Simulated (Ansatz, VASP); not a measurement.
## BaTiO3 in VASP and in Ansatz

```
Ba Ti O
1.0
     3.98526    0.00000    0.00000
     0.00000    3.98526    0.00000
     0.00000    0.00000    4.20222
Ba Ti O
1 1 3
Direct
  0.00000 0.00000 0.98930
  0.50000 0.50000 0.47205
  0.50000 0.50000 0.04088
  0.50000 0.00000 0.52038
  0.00000 0.50000 0.52038
```

Alike in both runs: functional PBE; k mesh 8 × 8 × 8; occupations gaussian, width 0.02 eV; no spin polarisation.

Ansatz relaxed the structure, and its values are those at the end. VASP's run is a single point on that final structure, the one shown.

```csv
,VASP,Ansatz
version,VASP 6.6.1,Ansatz 0.2.0
potentials or method,"VASP PAW PBE potentials, release 64 (Ba_sv, Ti_sv, O), cutoff 520 eV","scalar-relativistic, plane waves, PAW"
valence electrons in the cell,40,40
```

VASP gave:

| Quantity | Value |
| --- | --- |
| gap on the k mesh at the Fermi level (eV) | 1.79 |
| least direct gap on the mesh (eV) | 2.36 |
| pressure (GPa) | 1.6 |
| rms of the force components (eV/Å) | 0.034 |

Q: What did Ansatz give for the same quantities?

A: gap on the k mesh at the Fermi level (eV): 1.84; least direct gap on the mesh (eV): 2.39; pressure (GPa): 0.0; rms of the force components (eV/Å): 0.000.

The functional is the same, so the differences come from potentials, cutoffs and numerics.

Neither program's run includes spin-orbit coupling.
